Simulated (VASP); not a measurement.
CsH, 2 atoms in the cell. It takes space group I4mm (No. 107, tetragonal). The conventional cell has a = 4.509 Å, b = 4.509 Å, c = 6.376 Å, α = 90.00°, β = 90.00°, γ = 90.00°. Cs (site symmetry 4mm) has 6 H at 2.99 to 3.39 Å within 3.9 Å. Within 3.9 Å of H (site symmetry 4mm) lie 6 Cs at 2.99 to 3.39 Å.  This cell differs from its parent crystal: all Cs atoms moved -0.200 Å, as atom 1 along Cartesian [0 0 1].

* Program: VASP 6.6.1
* Task: single point
* Functional: r2SCAN
* Potentials or basis: VASP PAW PBE potentials, release 64 (Cs_sv, H)
* Cutoff: 520 eV
* k mesh: 6 × 6 × 6
* Occupations: gaussian, width 0.05 eV
* Spin: no spin polarisation
* Dipole correction: no
* Further INCAR settings: ALGO = Normal; EDIFF = 1e-06; NBANDS = 12

Potentials or basis: VASP PAW PBE potentials, release 64 (Cs_sv, H).

Run with:

```bash
$ cat potpaw_PBE.64/Cs_sv/POTCAR potpaw_PBE.64/H/POTCAR > POTCAR
$ cp INCAR.step1 INCAR
$ mpirun -np 1 vasp_std > vasp.out
$ cp INCAR.step2 INCAR
$ mpirun -np 1 vasp_std > vasp.out
```

Hardware: 1 thread of Intel(R) Xeon(R) 6975P-C (Granite Rapids), on a shared host.

Task: How long does it take, and how much memory?

Result: Run time: 45 s on 1 thread of Intel(R) Xeon(R) 6975P-C (Granite Rapids) (shared host), peak memory 0.21 GiB. Counts: k points 30.
